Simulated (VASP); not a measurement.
# KTaO3: single point with PBE

KTaO3:

```
K Ta O
1.0
     4.02442    0.00000    0.00000
     0.00000    4.02442    0.00000
     0.00000    0.00000    4.02442
K Ta O
1 1 3
Direct
  0.00000 0.00000 0.00000
  0.50000 0.50000 0.50000
  0.50000 0.50000 0.00000
  0.50000 0.00000 0.50000
  0.00000 0.50000 0.50000
```

```
Program             : VASP 6.6.1
Task                : single point
Functional          : PBE
Potentials or basis : VASP PAW PBE potentials, release 64 (K_sv, Ta_pv, O)
Cutoff              : 520 eV
k mesh              : 6 × 6 × 6
Occupations         : gaussian, width 0.01 eV
Spin                : no spin polarisation
```

The pressure is 0.6 GPa and the band gap on the k mesh is 2.11 eV, indirect (least direct gap 2.75 eV).

Levels at points of the mesh, in eV from the valence-band top:
```
           k point  band 15  band 16  band 17  band 18  band 19  band 20  band 21  band 22  band 23  band 24
(0.00, 0.00, 0.00)    -1.02    -1.02    -0.63    -0.63    -0.63     2.11     2.11     2.11     6.41     6.45
(0.50, 0.00, 0.00)    -2.31    -2.08    -1.45    -0.85    -0.85     2.26     4.84     4.84     6.49     8.11
(0.50, 0.50, 0.00)    -2.73    -1.70    -1.40    -1.40    -0.04     4.87     4.87     6.11     7.32     9.98
(0.50, 0.50, 0.50)    -3.82    -3.82     0.00     0.00     0.00     6.23     6.23     6.23     8.84     8.84
```

Wall time 21 s on 1 thread of Intel(R) Xeon(R) 6975P-C (Granite Rapids), with other jobs on the host, peak memory 0.18 GiB.

Caveat: spin-orbit coupling is left out, which moves the levels of the heavy elements. A k mesh can miss the band edges.
